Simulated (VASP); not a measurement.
# Se (P3_221) in VASP: further runs

Se is run at these levels: PBEsol; tasks: single point, relaxation of cell and atoms.

Everything below comes from runs of VASP 6.6.1. Logs are shortened: lines on timing, memory, paths and dates and some standing lists are left out, and cuts for length are marked.

### Step 1. The cell of the first run

It takes space group P3_221 (No. 154, trigonal). Conventional cell: a = 4.056 Å, b = 4.056 Å, c = 5.108 Å, α = 90.00°, β = 90.00°, γ = 120.00°. Within 3.2 Å of Se (site symmetry 2) lie 6 Se at 2.43 to 3.19 Å.

### Step 2. Single point, PBEsol

INCAR

```
ALGO = Normal ; EDIFF = 1E-7
ENCUT = 520 ; GGA = PS
ISIF = 2 ; ISMEAR = 0
LASPH = True ; LCHARG = False
LREAL = False ; LWAVE = False
NBANDS = 16 ; NELM = 60
PREC = Accurate ; SIGMA = 0.1
```

KPOINTS

```
k-points
0
Gamma
  6 6 4
```

POSCAR

```
Se
1.0
    4.0563924618      0.0000000000      0.0000000000
   -2.0281962309      3.5129389197      0.0000000000
    0.0000000000      0.0000000000      5.1076883939
Se
3
Direct
    0.2470835554      0.0000000000      0.1666666667
    0.0000000000      0.2470835554      0.8333333333
    0.7529164446      0.7529164446      0.5000000000
```

Potentials or basis: VASP PAW PBE potentials, release 64 (Se).

On the command line:

```sh
> cat potpaw_PBE.64/Se/POTCAR > POTCAR
> mpirun -np 1 vasp_std > vasp.out
```

OUTCAR:

```text
EDIFF = 1E-7
   ENCUT = 520
   GGA = PS
   ISIF = 2
   ISMEAR = 0
   LASPH = True
   LREAL = False
   NELM = 60
   PREC = Accurate

 ion  position               nearest neighbor table
   1  0.247  0.000  0.167-   3 2.43   2 2.43
   2  0.000  0.247  0.833-   3 2.43   1 2.43
   3  0.753  0.753  0.500-   1 2.43   2 2.43

  LATTYP: Found a hexagonal cell.
 ALAT       =     4.0563924618
 C/A-ratio  =     1.2591701720

  Lattice vectors:

 A1 = (   4.0563924618,   0.0000000000,   0.0000000000)
 A2 = (  -2.0281962309,   3.5129389197,   0.0000000000)
 A3 = (   0.0000000000,   0.0000000000,   5.1076883939)

Analysis of symmetry for initial positions (statically):
=====================================================================
 Subroutine PRICEL returns:
 Original cell was already a primitive cell.

 Routine SETGRP: Setting up the symmetry group for a
 hexagonal supercell.

 Subroutine GETGRP returns: Found  6 space group operations
 (whereof  2 operations were pure point group operations)
 out of a pool of 24 trial point group operations.

The static configuration has the point symmetry C_2 .
 The point group associated with its full space group is D_3 .

Analysis of symmetry for dynamics (positions and initial velocities):
=====================================================================
 Subroutine PRICEL returns:
 Original cell was already a primitive cell.

 Routine SETGRP: Setting up the symmetry group for a
 hexagonal supercell.

 Subroutine GETGRP returns: Found  6 space group operations
 (whereof  2 operations were pure point group operations)
 out of a pool of 24 trial point group operations.

The dynamic configuration has the point symmetry C_2 .
 The point group associated with its full space group is D_3 .

 Subroutine INISYM returns: Found  6 space group operations
 (whereof  2 operations are pure point group operations),
 and found     1 'primitive' translations

----------------------------------------------------------------------------------------

                                     Primitive cell

  volume of cell :      72.7838

  direct lattice vectors                    reciprocal lattice vectors
     4.056392462  0.000000000  0.000000000     0.246524470  0.142330969  0.000000000
    -2.028196231  3.512938920  0.000000000     0.000000000  0.284661938  0.000000000
     0.000000000  0.000000000  5.107688394     0.000000000  0.000000000  0.195783283

  length of vectors
     4.056392462  4.056392462  5.107688394     0.284661938  0.284661938  0.195783283

  position of ions in fractional coordinates (direct lattice)
     0.247083555  0.000000000  0.166666667
     1.000000000  0.247083555  0.833333333
     0.752916445  0.752916445  0.500000000

  ion indices of the primitive-cell ions
   primitive index   ion index
                 1           1
                 2           2
                 3           3

----------------------------------------------------------------------------------------

 KPOINTS: k-points

Automatic generation of k-mesh.
 Grid dimensions read from file:
 generate k-points for:    6    6    4

 Generating k-lattice:

  Cartesian coordinates                     Fractional coordinates (reciprocal lattice)
     0.041087412  0.023721828  0.000000000     0.166666667  0.000000000  0.000000000
     0.000000000  0.047443656  0.000000000     0.000000000  0.166666667  0.000000000
     0.000000000  0.000000000  0.048945821     0.000000000  0.000000000  0.250000000

  Length of vectors
     0.047443656  0.047443656  0.048945821

  Shift w.r.t. Gamma in fractional coordinates (k-lattice)
     0.000000000  0.000000000  0.000000000

 Subroutine IBZKPT returns following result:
 ===========================================

 Found     24 irreducible k-points:

 Following reciprocal coordinates:
            Coordinates               Weight
  0.000000  0.000000  0.000000      1.000000
  0.166667  0.000000  0.000000      6.000000
  0.333333  0.000000  0.000000      6.000000
  0.500000  0.000000  0.000000      3.000000
  0.166667  0.166667  0.000000      6.000000
  0.333333  0.166667  0.000000     12.000000
[... 16 lines left out ...]
  0.333333  0.166667  0.500000     12.000000
  0.333333  0.333333  0.500000      2.000000
   k-points           NKPTS =     24   k-points in BZ     NKDIM =     24   number of bands    NBANDS=     16
   number of dos      NEDOS =    301   number of ions     NIONS =      3
   total plane-waves  NPLWV =  36000
   dimension x,y,z NGX =    30 NGY =   30 NGZ =   40
   dimension x,y,z NGXF=    60 NGYF=   60 NGZF=   80
   ions per type =               3
   NGX,Y,Z   is equivalent  to a cutoff of  12.30, 12.30, 13.02 a.u.
   NGXF,Y,Z  is equivalent  to a cutoff of  24.59, 24.59, 26.04 a.u.
 SYSTEM =  unknown system
   PREC   = accura    normal or accurate (medium, high low for compatibility)
   ISTART =      0    job   : 0-new  1-cont  2-samecut
   ICHARG =      2    charge: 1-file 2-atom 10-const
   ISPIN  =      1    spin polarized calculation?
   LNONCOLLINEAR =      F non collinear calculations
   LSORBIT =      F    spin-orbit coupling
   LASPH  =      T    aspherical Exc in radial PAW
   ENCUT  =  520.0 eV  38.22 Ry    6.18 a.u.   7.54  7.54  9.50*2*pi/ulx,y,z
   NELM   =     60;   NELMIN=  2; NELMDL= -5     # of ELM steps
   EDIFF  = 0.1E-06   stopping-criterion for ELM
   LREAL  =      F    real-space projection
   EDIFFG = 0.1E-05   stopping-criterion for IOM
   NSW    =      0    number of steps for IOM
   IBRION =     -1    ionic relax: 0-MD 1-quasi-New 2-CG
   NFREE  =      0    steps in history (QN), initial steepest desc. (CG)
   ISIF   =      2    stress and relaxation
   ISYM   =      2    0-nonsym 1-usesym 2-fastsym
   POTIM  = 0.5000    time-step for ionic-motion
   TEBEG  =    0.0;   TEEND  =   0.0 temperature during run
   PSTRESS=    0.0 pullay stress
   NELECT =      18.0000    total number of electrons
   NUPDOWN=      -1.0000    fix difference up-down
   EMIN   =  10.00;   EMAX   =-10.00  energy-range for DOS
   EFERMI =   0.00;   METHOD = LEGACY
   ISMEAR =     0;   SIGMA  =   0.10  broadening in eV -4-tet -1-fermi 0-gaus
   EFERMI_NEDOS =   21; number of points for ismear=-14 and -15
   IALGO  =     38    algorithm
   IMIX   =      4    mixing-type and parameters
     AMIX     =   0.40;   BMIX     =  1.00
     AMIX_MAG =   1.60;   BMIX_MAG =  1.00
  volume/ion in A,a.u.               =      24.26       163.72
  Fermi-wavevector in a.u.,A,eV,Ry     =   1.027592  1.941867 14.367006  1.055945
  Thomas-Fermi vector in A             =   2.161545
   LORBIT       =      0    0 simple, 1 ext, 2 COOP (PROOUT), +10 PAW based schemes
   GGA     = PS    functional components
   LHFCALC =     F    Hartree Fock is set to
   AEXX    =    0.0000 exact exchange contribution
   IVDW    =     0    specifies the selected vdW correction
   LEPSILON=     F    determine dielectric tensor
   LRPA    =     F    only Hartree local field effects (RPA)
 non-spin polarized calculation
 Gauss-broadening in eV      SIGMA  =   0.10
  energy-cutoff  :      520.00
  volume of cell :       72.78
 maximum number of plane-waves:      1981
   NGX = 15   NGY = 15   NGZ = 19

 number of electron      17.9999999 magnetization

 Free energy of the ion-electron system (eV)
  ---------------------------------------------------
  ext. energy  EPLUGINS =         0.00000000
  ---------------------------------------------------
  free energy    TOTEN  =       -11.55705882 eV

  energy without entropy =      -11.55705245  energy(sigma->0) =      -11.55705563

 E-fermi :   3.9290     XC(G=0):  -9.6549

 val. band max:        3.6803044211   @ k =   0.3333   0.3333   0.5000
 cond. band min:       4.1641471287   @ k =   0.3333   0.3333   0.5000
 fundamental gap:      0.4838427076
 Fermi energy:         3.9289704293

 k-point     1 :       0.0000    0.0000    0.0000
  band No.  band energies     occupation
      1     -12.3870      2.00000
      2      -8.2709      2.00000
      3      -8.2709      2.00000
      4      -0.0319      2.00000
      5       0.1975      2.00000
      6       0.1975      2.00000
[... 8 lines left out ...]
     15      10.4209      0.00000
     16      12.0177      0.00000

 k-point     2 :       0.1667    0.0000    0.0000
  band No.  band energies     occupation
      1     -12.2053      2.00000
      2      -8.3646      2.00000
      3      -8.2273      2.00000
      4      -1.0652      2.00000
      5      -0.4092      2.00000
      6       0.0863      2.00000
[... 8 lines left out ...]
     15      11.3573      0.00000
     16      11.9718      0.00000

 k-point     3 :       0.3333    0.0000    0.0000
  band No.  band energies     occupation
      1     -11.7564      2.00000
      2      -8.7034      2.00000
      3      -8.1330      2.00000
      4      -1.8187      2.00000
      5      -1.0779      2.00000
      6      -0.2790      2.00000
[... 8 lines left out ...]
     15      12.5712      0.00000
     16      13.4046      0.00000

 k-point     4 :       0.5000    0.0000    0.0000
  band No.  band energies     occupation
      1     -11.4548      2.00000
      2      -8.9865      2.00000
      3      -8.0824      2.00000
      4      -1.8931      2.00000
      5      -1.3412      2.00000
      6      -0.1644      2.00000
[... 8 lines left out ...]
     15      14.1355      0.00000
     16      14.4955      0.00000
[... 324 lines left out ...]
 k-point    22 :       0.1667    0.1667    0.5000
  band No.  band energies     occupation
      1     -10.9070      2.00000
      2     -10.8068      2.00000
      3      -6.7870      2.00000
      4      -1.8122      2.00000
      5      -0.7277      2.00000
      6      -0.5620      2.00000
[... 8 lines left out ...]
     15      11.8311      0.00000
     16      12.1710      0.00000

 k-point    23 :       0.3333    0.1667    0.5000
  band No.  band energies     occupation
      1     -10.6420      2.00000
      2     -10.4523      2.00000
      3      -7.4234      2.00000
      4      -2.4819      2.00000
      5      -1.3476      2.00000
      6      -1.1857      2.00000
[... 8 lines left out ...]
     15      12.2689      0.00000
     16      13.1022      0.00000

 k-point    24 :       0.3333    0.3333    0.5000
  band No.  band energies     occupation
      1     -10.4360      2.00000
      2     -10.4360      2.00000
      3      -7.5932      2.00000
      4      -2.3312      2.00000
      5      -1.8769      2.00000
      6      -1.8769      2.00000
[... 8 lines left out ...]
     15      12.0743      0.00000
     16      12.3093      0.00000

------------------------ aborting loop because EDIFF is reached ----------------------------------------

  FORCE on cell =-STRESS in cart. coord.  units (eV):
  Direction    XX          YY          ZZ          XY          YZ          ZX
  --------------------------------------------------------------------------------------
  -------------------------------------------------------------------------------------
  Total        0.0750063      0.0750063      0.1812793     -0.0000000     -0.0000000      0.0000000
  in kB        1.6510989      1.6510989      3.9904670     -0.0000000     -0.0000000      0.0000000
  external PRESSURE =       2.4308883 kB  Pullay stress =       0.0000000 kB

 VOLUME and BASIS-vectors are now :
 -----------------------------------------------------------------------------
  energy-cutoff  :      520.00
  volume of cell :       72.78
      direct lattice vectors                 reciprocal lattice vectors
     4.056392462  0.000000000  0.000000000     0.246524470  0.142330969  0.000000000
    -2.028196231  3.512938920  0.000000000     0.000000000  0.284661938  0.000000000
     0.000000000  0.000000000  5.107688394     0.000000000  0.000000000  0.195783283

 POSITION                                       TOTAL-FORCE (eV/Angst)
 -----------------------------------------------------------------------------------
      1.00227      0.00000      0.85128         0.054383      0.000000      0.000000
     -0.50113      0.86799      4.25641        -0.027191      0.047097     -0.000000
      1.52706      2.64495      2.55384        -0.027191     -0.047097     -0.000000
 -----------------------------------------------------------------------------------
    total drift:                               -0.000001     -0.000001      0.000000

  FREE ENERGIE OF THE ION-ELECTRON SYSTEM (eV)
  ---------------------------------------------------
  free  energy   TOTEN  =       -11.5570588209 eV

  energy  without entropy=      -11.5570524478  energy(sigma->0) =      -11.55705563
```

It took 33 s on 1 thread of AMD EPYC 7R43 (Zen 3), shared host; peak memory 0.15 GiB.

What came out:

```
Free energy            : -11.5571 eV
Pressure               : 0.2 GPa
Largest force          : 0.054 eV/Å
Band gap on the k mesh : 0.48 eV, direct
```

Forces in eV/Å, atoms in the order of the input:
```
Se   0.054  0.000  0.000
Se  -0.027  0.047  0.000
Se  -0.027 -0.047  0.000
```

Stress tensor (GPa, compression positive):
```
0.17 0.00 0.00
0.00 0.17 0.00
0.00 0.00 0.40
```

Caveat: the PAW data sets were made with another functional, which shifts forces and pressure a little. A k mesh can miss the band edges.

[end of part 1 of 2]
